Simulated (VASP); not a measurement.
# As (Pm-3m) in VASP: a series of runs

Aim: see how the results for As move with the level of theory and the settings. Levels: PBEsol, LDA, PBE. Tasks: elastic constants, vibrations by perturbation theory.

Everything below comes from runs of VASP 6.6.1. Logs are shortened: lines on timing, memory, paths and dates and some standing lists are left out, and cuts for length are marked.

### Step 1. The cell of the first run

Symmetry: Pm-3m, No. 221, cubic system. Conventional cell: a = 2.704 Å, b = 2.704 Å, c = 2.704 Å, α = 90.00°, β = 90.00°, γ = 90.00°. Within 3.6 Å of As (site symmetry m-3m) lie 6 As at 2.70 Å.

### Step 2. Elastic constants, PBEsol

Contents of INCAR:

```
PREC     = Accurate       # precision mode
ENCUT    = 600            # plane-wave cutoff, eV
EDIFF    = 1E-8           # SCF threshold, eV
ISMEAR   = -1             # smearing method
SIGMA    = 0.05           # smearing width, eV
LREAL    = F              # projectors in reciprocal space
LASPH    = T              # aspherical terms in the spheres
NELM     = 60             # most SCF steps
ALGO     = Normal         # electronic algorithm
ISIF     = 3              # what is computed and relaxed
LWAVE    = F              # write WAVECAR
LCHARG   = F              # write CHGCAR
GGA      = PS             # functional
NBANDS   = 8              # bands
IBRION   = 6              # ionic algorithm
NFREE    = 2            
POTIM    = 0.015          # step
NSW      = 1              # ionic steps
```

Contents of KPOINTS:

```
Automatic mesh
0
Gamma
  8 8 8
```

Contents of POSCAR:

```
As
1.0
    2.7036817444      0.0000000000      0.0000000000
    0.0000000000      2.7036817444      0.0000000000
    0.0000000000      0.0000000000      2.7036817444
As
1
Direct
    0.5000000000      0.5000000000      0.5000000000
```

Potentials or basis: VASP PAW PBE potentials, release 64 (As).

Launch:

```sh
$ cat potpaw_PBE.64/As/POTCAR > POTCAR
$ mpirun -np 1 vasp_std > vasp.out
```

OUTCAR:

```text
PREC = Accurate
   ENCUT = 600
   EDIFF = 1E-8
   ISMEAR = -1
   LREAL = F
   LASPH = T
   NELM = 60
   ISIF = 3
   GGA = PS
   IBRION = 6
   NFREE = 2
   POTIM = 0.015
   NSW = 1

 ion  position               nearest neighbor table
   1  0.500  0.500  0.500-

  LATTYP: Found a simple cubic cell.
 ALAT       =     2.7036817444

  Lattice vectors:

 A1 = (   2.7036817444,   0.0000000000,   0.0000000000)
 A2 = (   0.0000000000,   2.7036817444,   0.0000000000)
 A3 = (   0.0000000000,   0.0000000000,   2.7036817444)

Analysis of symmetry for initial positions (statically):
=====================================================================
 Subroutine PRICEL returns:
 Original cell was already a primitive cell.

 Routine SETGRP: Setting up the symmetry group for a
 simple cubic supercell.

 Subroutine GETGRP returns: Found 48 space group operations
[... 9 lines left out ...]

 Routine SETGRP: Setting up the symmetry group for a
 simple cubic supercell.

 Subroutine GETGRP returns: Found 48 space group operations
[... 11 lines left out ...]
                                     Primitive cell

  volume of cell :      19.7636

  direct lattice vectors                    reciprocal lattice vectors
     2.703681744  0.000000000  0.000000000     0.369866018  0.000000000  0.000000000
     0.000000000  2.703681744  0.000000000     0.000000000  0.369866018  0.000000000
     0.000000000  0.000000000  2.703681744     0.000000000  0.000000000  0.369866018

  length of vectors
     2.703681744  2.703681744  2.703681744     0.369866018  0.369866018  0.369866018

  position of ions in fractional coordinates (direct lattice)
     0.500000000  0.500000000  0.500000000

  ion indices of the primitive-cell ions
   primitive index   ion index
                 1           1

----------------------------------------------------------------------------------------

 KPOINTS: Automatic mesh

[... 300 lines left out ...]

  energy without entropy =       -5.00697025  energy(sigma->0) =       -5.01062819

 E-fermi :   5.7692     XC(G=0): -10.5607

 val. band max:        5.7557868187   @ k =   0.3750   0.2500   0.1250
 cond. band min:       6.0775764510   @ k =   0.3750   0.2500   0.2500
 fundamental gap:      0.3217896323
 Fermi energy:         5.7691977779

 k-point     1 :       0.0000    0.0000    0.0000
  band No.  band energies     occupation
      1      -9.1873      2.00000
      2       9.9524      0.00000
      3       9.9524      0.00000
      4       9.9524      0.00000
      5      14.3075      0.00000
      6      14.3075      0.00000
      7      16.2007      0.00000
      8      30.7511      0.00000
[... 243 lines left out ...]
 k-point    24 :       0.5000    0.3750    0.1250
  band No.  band energies     occupation
      1      -3.3382      2.00000
      2       1.1933      2.00000
      3       3.2986      2.00000
      4       9.7132      0.00000
      5      11.7845      0.00000
      6      18.5275      0.00000
      7      20.3078      0.00000
      8      24.1028      0.00000

 [... further k-points ...]
[... 5 lines left out ...]
  --------------------------------------------------------------------------------------
  -------------------------------------------------------------------------------------
  Total       -0.0205222     -0.0205222     -0.0205222     -0.0000000     -0.0000000      0.0000000
  in kB       -1.6636738     -1.6636738     -1.6636738     -0.0000000     -0.0000000      0.0000000
  external PRESSURE =      -1.6636738 kB  Pullay stress =       0.0000000 kB
[... 16 lines left out ...]
  FREE ENERGIE OF THE ION-ELECTRON SYSTEM (eV)
  ---------------------------------------------------
  free  energy   TOTEN  =        -5.0142861254 eV

  energy  without entropy=       -5.0069702490  energy(sigma->0) =       -5.01062819

 INTERNAL STRAIN TENSORS FROM STRAINED CELLS
 ============================================

 INTERNAL STRAIN TENSOR FOR ION    1 for displacements in x,y,z  (eV/Angst):
          X           Y           Z          XY          YZ          ZX
  --------------------------------------------------------------------------------
  x     0.00000     0.00000     0.00000     0.00000     0.00000     0.00000
  y     0.00000     0.00000     0.00000     0.00000     0.00000     0.00000
  z     0.00000     0.00000     0.00000     0.00000     0.00000     0.00000

 INTERNAL STRAIN TENSORS FROM DISPLACED ATOMS
 ============================================

 INTERNAL STRAIN TENSOR FOR ION    1 for displacements in x,y,z  (eV/Angst):
          X           Y           Z          XY          YZ          ZX
  --------------------------------------------------------------------------------
  x     0.00000     0.00000     0.00000     0.00000     0.00000     0.00000
  y     0.00000     0.00000     0.00000     0.00000     0.00000     0.00000
  z     0.00000     0.00000     0.00000     0.00000     0.00000     0.00000

 Eigenvectors and eigenvalues of the dynamical matrix
 ----------------------------------------------------

   1 f  =    0.000000 THz     0.000000 2PiTHz    0.000000 cm-1     0.000000 meV
             X         Y         Z           dx          dy          dz
      1.351841  1.351841  1.351841    -0.707107    0.000000   -0.707107

   2 f  =    0.000000 THz     0.000000 2PiTHz    0.000000 cm-1     0.000000 meV
             X         Y         Z           dx          dy          dz
      1.351841  1.351841  1.351841     0.000000    1.000000    0.000000

   3 f/i=    0.000000 THz     0.000000 2PiTHz    0.000000 cm-1     0.000000 meV
             X         Y         Z           dx          dy          dz
      1.351841  1.351841  1.351841    -0.707107    0.000000    0.707107

--------------------------------------------------------------------------------------------------------

 ELASTIC MODULI CONTR FROM IONIC RELAXATION (kBar)
 Direction    XX          YY          ZZ          XY          YZ          ZX
 --------------------------------------------------------------------------------
 XX           0.0000      0.0000      0.0000      0.0000      0.0000      0.0000
 YY           0.0000      0.0000      0.0000      0.0000      0.0000      0.0000
 ZZ           0.0000      0.0000      0.0000      0.0000      0.0000      0.0000
 XY           0.0000      0.0000      0.0000      0.0000      0.0000      0.0000
 YZ           0.0000      0.0000      0.0000      0.0000      0.0000      0.0000
 ZX           0.0000      0.0000      0.0000      0.0000      0.0000      0.0000
 --------------------------------------------------------------------------------

 TOTAL ELASTIC MODULI (kBar)
 Direction    XX          YY          ZZ          XY          YZ          ZX
 --------------------------------------------------------------------------------
 XX        1305.6403    722.9405    722.9405     -0.0000     -0.0000     -0.0000
 YY         722.9405   1305.6403    722.9405      0.0000     -0.0000     -0.0000
 ZZ         722.9405    722.9405   1305.6403     -0.0000     -0.0000     -0.0000
 XY          -0.0000      0.0000     -0.0000   -285.1331      0.0000      0.0000
 YZ          -0.0000     -0.0000     -0.0000      0.0000   -285.1331      0.0000
 ZX          -0.0000     -0.0000     -0.0000      0.0000      0.0000   -285.1331
 --------------------------------------------------------------------------------
```

stdout:

```text
POSCAR found type information on POSCAR As
 POSCAR found :  1 types and       1 ions
 scaLAPACK will be used
 -----------------------------------------------------------------------------
|                                                                             |
|                                                                             |
|     You enforced a specific xc type in the INCAR file but a different       |
|     I HOPE YOU KNOW WHAT YOU ARE DOING!                                     |
|                                                                             |
 -----------------------------------------------------------------------------

 LDA part: xc-table for (Slater+PW92), standard interpolation
 POSCAR, INCAR and KPOINTS ok, starting setup
 FFT: planning ... GRIDC
 FFT: planning ... GRID_SOFT
 FFT: planning ... GRID
 WAVECAR not read
 entering main loop
 Found     1 degrees of freedom:
 Adding 6 more for cell shape distortion
 Finite differences POTIM= 0.01500 DOF=   7
 bond charge predicted
 Finite differences progress:
 bond charge predicted
 Finite differences progress:
 bond charge predicted
 Finite differences progress:
 bond charge predicted
 Finite differences progress:
 bond charge predicted
 Finite differences progress:
 bond charge predicted
 Finite differences progress:
 bond charge predicted
 Finite differences progress:
 bond charge predicted
 Finite differences progress:
 bond charge predicted
 Finite differences progress:
 bond charge predicted
 Finite differences progress:
 bond charge predicted
 Finite differences progress:
 bond charge predicted
 Finite differences progress:
 bond charge predicted
 Finite differences progress:
 bond charge predicted
 Finite differences progress:
```

It took 57 s on 1 thread of Intel Xeon 6975P-C (Granite Rapids), shared host; peak memory 0.19 GiB.

What came out:

```yaml
Elastic_constants_C11_C12_C44: 131, 72, -29 GPa
Voigt_bulk_modulus: 92 GPa
```

Elastic tensor in Voigt notation (GPa, in the Cartesian axes of the cell as first typed):
```
131  72  72   0   0   0
 72 131  72   0   0   0
 72  72 131   0   0   0
  0   0   0 -29   0   0
  0   0   0   0 -29   0
  0   0   0   0   0 -29
```

Clamped-ion elastic tensor (GPa):
```
131  72  72   0   0   0
 72 131  72   0   0   0
 72  72 131   0   0   0
  0   0   0 -29   0   0
  0   0   0   0 -29   0
  0   0   0   0   0 -29
```

Caveat: the elastic tensor has a negative eigenvalue, so either the cell is unstable as it stands or the mesh is too thin; the PAW data sets were made with another functional, which shifts forces and pressure a little.

### Step 3. Elastic constants, LDA

Contents of INCAR:

```
SYSTEM = As
  PREC = Accurate
  ENCUT = 600
  EDIFF = 1E-8
  ISMEAR = -1
  SIGMA = 0.05
  LREAL = .False.
  LASPH = .True.
  NELM = 60
  ALGO = Normal
  ISIF = 3
  LWAVE = .False.
  LCHARG = .True.
  GGA = CA
  NBANDS = 8
  IBRION = 6
  NFREE = 2
  POTIM = 0.015
  NSW = 1
```

Contents of KPOINTS:

```
regular mesh
0
Gamma
  7 7 7
  0 0 0
```

POSCAR is that of step 2.

Potentials or basis: VASP PAW LDA potentials, release 64 (As).

Launch:

```sh
$ cat potpaw_LDA.64/As/POTCAR > POTCAR
$ mpirun -np 1 vasp_std > vasp.out
```

OUTCAR:

```text
SYSTEM = As
   PREC = Accurate
   ENCUT = 600
   EDIFF = 1E-8
   ISMEAR = -1
   LREAL = .False.
   LASPH = .True.
   NELM = 60
   ISIF = 3
   GGA = CA
   IBRION = 6
   NFREE = 2
   POTIM = 0.015
   NSW = 1

 ion  position               nearest neighbor table
   1  0.500  0.500  0.500-

  LATTYP: Found a simple cubic cell.
 ALAT       =     2.7036817444

  Lattice vectors:

 A1 = (   2.7036817444,   0.0000000000,   0.0000000000)
 A2 = (   0.0000000000,   2.7036817444,   0.0000000000)
 A3 = (   0.0000000000,   0.0000000000,   2.7036817444)

Analysis of symmetry for initial positions (statically):
=====================================================================
 Subroutine PRICEL returns:
 Original cell was already a primitive cell.

 Routine SETGRP: Setting up the symmetry group for a
 simple cubic supercell.

 Subroutine GETGRP returns: Found 48 space group operations
[... 9 lines left out ...]

 Routine SETGRP: Setting up the symmetry group for a
 simple cubic supercell.

 Subroutine GETGRP returns: Found 48 space group operations
[... 11 lines left out ...]
                                     Primitive cell

  volume of cell :      19.7636

  direct lattice vectors                    reciprocal lattice vectors
     2.703681744  0.000000000  0.000000000     0.369866018  0.000000000  0.000000000
     0.000000000  2.703681744  0.000000000     0.000000000  0.369866018  0.000000000
     0.000000000  0.000000000  2.703681744     0.000000000  0.000000000  0.369866018

  length of vectors
     2.703681744  2.703681744  2.703681744     0.369866018  0.369866018  0.369866018

  position of ions in fractional coordinates (direct lattice)
     0.500000000  0.500000000  0.500000000

  ion indices of the primitive-cell ions
   primitive index   ion index
                 1           1

----------------------------------------------------------------------------------------

 KPOINTS: regular mesh

Automatic generation of k-mesh.
 Grid dimensions read from file:
 generate k-points for:    7    7    7

 Generating k-lattice:

  Cartesian coordinates                     Fractional coordinates (reciprocal lattice)
     0.052838003  0.000000000  0.000000000     0.142857143  0.000000000  0.000000000
     0.000000000  0.052838003  0.000000000     0.000000000  0.142857143  0.000000000
     0.000000000  0.000000000  0.052838003     0.000000000  0.000000000  0.142857143

  Length of vectors
     0.052838003  0.052838003  0.052838003

  Shift w.r.t. Gamma in fractional coordinates (k-lattice)
     0.000000000  0.000000000  0.000000000

 Subroutine IBZKPT returns following result:
[... 87 lines left out ...]
 Free energy of the ion-electron system (eV)
  ---------------------------------------------------
  ext. energy  EPLUGINS =         0.00000000
  ---------------------------------------------------
  free energy    TOTEN  =        -5.35381560 eV

  energy without entropy =       -5.34938466  energy(sigma->0) =       -5.35160013

------------------------ aborting loop because EDIFF is reached ----------------------------------------

  FORCE on cell =-STRESS in cart. coord.  units (eV):
  Direction    XX          YY          ZZ          XY          YZ          ZX
  --------------------------------------------------------------------------------------
  -------------------------------------------------------------------------------------
  Total       -0.3128307     -0.3128307     -0.3128307      0.0000000     -0.0000000      0.0000000
  in kB      -25.3602342    -25.3602342    -25.3602342      0.0000000     -0.0000000      0.0000000
  external PRESSURE =     -25.3602342 kB  Pullay stress =       0.0000000 kB
[... 86 lines left out ...]
  FREE ENERGIE OF THE ION-ELECTRON SYSTEM (eV)
  ---------------------------------------------------
  free  energy   TOTEN  =        -5.3542427376 eV

  energy  without entropy=       -5.3501733770  energy(sigma->0) =       -5.35220806

[... ionic steps 4 to 12 ...]

--------------------------------------- Ionic step       13  -------------------------------------------

 number of electron       5.0000001 magnetization

------------------------ aborting loop because EDIFF is reached ----------------------------------------
[... 65 lines left out ...]
--------------------------------------- Ionic step       15  -------------------------------------------

 number of electron       5.0000000 magnetization

 Free energy of the ion-electron system (eV)
  ---------------------------------------------------
  ext. energy  EPLUGINS =         0.00000000
  ---------------------------------------------------
  free energy    TOTEN  =        -5.35381519 eV

  energy without entropy =       -5.34938424  energy(sigma->0) =       -5.35159972

 E-fermi :   5.8104     XC(G=0): -10.5889

 val. band max:        5.3859011085   @ k =   0.4286   0.2857   0.1429
 cond. band min:       5.8636029284   @ k =   0.4286   0.2857   0.2857
 fundamental gap:      0.4777018199
 Fermi energy:         5.8104430154

 k-point     1 :       0.0000    0.0000    0.0000
  band No.  band energies     occupation
      1      -9.0409      2.00000
      2      10.0454      0.00000
      3      10.0454      0.00000
      4      10.0454      0.00000
      5      14.5265      0.00000
      6      14.5265      0.00000
      7      16.3589      0.00000
      8      30.8443      0.00000
[... 235 lines left out ...]
  FREE ENERGIE OF THE ION-ELECTRON SYSTEM (eV)
  ---------------------------------------------------
  free  energy   TOTEN  =        -5.3538151856 eV

  energy  without entropy=       -5.3493842444  energy(sigma->0) =       -5.35159972

 INTERNAL STRAIN TENSORS FROM STRAINED CELLS
 ============================================

 INTERNAL STRAIN TENSOR FOR ION    1 for displacements in x,y,z  (eV/Angst):
          X           Y           Z          XY          YZ          ZX
  --------------------------------------------------------------------------------
  x     0.00000     0.00000     0.00000     0.00000     0.00000     0.00000
  y     0.00000     0.00000     0.00000     0.00000     0.00000     0.00000
  z     0.00000     0.00000     0.00000     0.00000     0.00000     0.00000

 INTERNAL STRAIN TENSORS FROM DISPLACED ATOMS
 ============================================

 INTERNAL STRAIN TENSOR FOR ION    1 for displacements in x,y,z  (eV/Angst):
          X           Y           Z          XY          YZ          ZX
  --------------------------------------------------------------------------------
  x     0.00000     0.00000     0.00000     0.00000     0.00000     0.00000
  y     0.00000     0.00000     0.00000     0.00000     0.00000     0.00000
  z     0.00000     0.00000     0.00000     0.00000     0.00000     0.00000

 Eigenvectors and eigenvalues of the dynamical matrix
 ----------------------------------------------------

   1 f  =    0.000000 THz     0.000000 2PiTHz    0.000000 cm-1     0.000000 meV
             X         Y         Z           dx          dy          dz
      1.351841  1.351841  1.351841     0.514496    0.857493    0.000000

   2 f  =    0.000000 THz     0.000000 2PiTHz    0.000000 cm-1     0.000000 meV
             X         Y         Z           dx          dy          dz
      1.351841  1.351841  1.351841     0.857493   -0.514496    0.000000

   3 f  =    0.000000 THz     0.000000 2PiTHz    0.000000 cm-1     0.000000 meV
             X         Y         Z           dx          dy          dz
      1.351841  1.351841  1.351841     0.000000    0.000000    1.000000

--------------------------------------------------------------------------------------------------------

 ELASTIC MODULI CONTR FROM IONIC RELAXATION (kBar)
 Direction    XX          YY          ZZ          XY          YZ          ZX
 --------------------------------------------------------------------------------
 XX           0.0000      0.0000      0.0000      0.0000      0.0000      0.0000
 YY           0.0000      0.0000      0.0000      0.0000      0.0000      0.0000
 ZZ           0.0000      0.0000      0.0000      0.0000      0.0000      0.0000
 XY           0.0000      0.0000      0.0000      0.0000      0.0000      0.0000
 YZ           0.0000      0.0000      0.0000      0.0000      0.0000      0.0000
 ZX           0.0000      0.0000      0.0000      0.0000      0.0000      0.0000
 --------------------------------------------------------------------------------

 TOTAL ELASTIC MODULI (kBar)
 Direction    XX          YY          ZZ          XY          YZ          ZX
 --------------------------------------------------------------------------------
 XX        2950.5785   -153.2101   -153.2101     -0.0000      0.0000     -0.0000
 YY        -153.2101   2950.5785   -153.2101      0.0000      0.0000      0.0000
 ZZ        -153.2101   -153.2101   2950.5785      0.0000      0.0000      0.0000
 XY          -0.0000      0.0000      0.0000    117.9762      0.0000      0.0000
 YZ           0.0000      0.0000      0.0000      0.0000    117.9762      0.0000
 ZX          -0.0000      0.0000      0.0000      0.0000      0.0000    117.9762
 --------------------------------------------------------------------------------
```

Run time: 53 s. Hardware: 1 thread of Intel Xeon Platinum 8259CL at 2.50GHz (Skylake/Cascade Lake), shared host; peak memory 0.16 GiB.

What came out:

```
Elastic constants C11, C12, C44 : 295, -15, 12 GPa
Voigt bulk modulus              : 88 GPa
```

Elastic tensor in Voigt notation (GPa, in the Cartesian axes of the cell as first typed):
```
295 -15 -15   0   0   0
-15 295 -15   0   0   0
-15 -15 295   0   0   0
  0   0   0  12   0   0
  0   0   0   0  12   0
  0   0   0   0   0  12
```

Clamped-ion elastic tensor (GPa):
```
295 -15 -15   0   0   0
-15 295 -15   0   0   0
-15 -15 295   0   0   0
  0   0   0  12   0   0
  0   0   0   0  12   0
  0   0   0   0   0  12
```

Caveat: the cell is under stress, which shifts elastic constants.

(Part 1 of 2 ends here.)
